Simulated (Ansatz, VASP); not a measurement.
**NaCl in VASP and in Ansatz**

```
CELL_PARAMETERS angstrom
0.00000 2.80270 2.86968
2.80270 0.00000 2.86968
2.80270 2.80270 0.00000
ATOMIC_POSITIONS crystal
Na 0.00000 0.00000 0.00000
Cl 0.50000 0.50000 0.50000
```

Change from the starting cell: uniaxial_z strain +2.4%.

Alike in both runs: task single point; functional PBE; k mesh 8 × 8 × 8; occupations fermi-dirac, width 0.02 eV; no spin polarisation.

|  | VASP | Ansatz |
| --- | --- | --- |
| version | VASP 6.6.1 | Ansatz 0.2.0 |
| potentials or method | VASP PAW PBE potentials, release 64 (Na_pv, Cl) | plane waves, PAW |
| plane-wave cutoff (eV) | 520 | 420 |
| valence electrons in the cell | 14 | 16 |

```tsv
	VASP	Ansatz	Ansatz less VASP
gap on the k mesh at the Fermi level (eV)	5.08	5.08	0.000
pressure (GPa)	0.6	0.6	+0.03
traceless stress, the component that is largest in VASP (GPa)	-0.62	-0.62	+0.004
```

VASP's potentials hold 14 valence electrons a cell and Ansatz's 16, so a difference there can come from the potentials and not from the codes.
